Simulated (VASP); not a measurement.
LaTe:

```
La Te
1.0
     0.00000    3.21800    3.21800
     3.21800    0.00000    3.21800
     3.21800    3.21800    0.00000
La Te
1 1
Direct
  0.00000 0.00000 0.00000
  0.50000 0.50000 0.50000
```

Base run:

| Quantity | Value |
| --- | --- |
| Program | VASP 6.6.1 |
| Functional | PBEsol |
| Potentials or basis | VASP PAW PBE potentials, release 64 (La, Te) |
| Cutoff | 500 eV |
| k mesh | 5 × 5 × 5 |
| Occupations | fermi-dirac, width 0.3 eV |
| Spin | no spin polarisation |

Its results: pressure -0.5 GPa.

Task: The run is repeated on the same cell with these changes: occupations from fermi-dirac, width 0.3 eV to fermi-dirac, width 0.1 eV. What comes out?

Result: Pressure -1.3 GPa.

Caveats: the PAW data sets were made with another functional, which shifts forces and pressure a little.
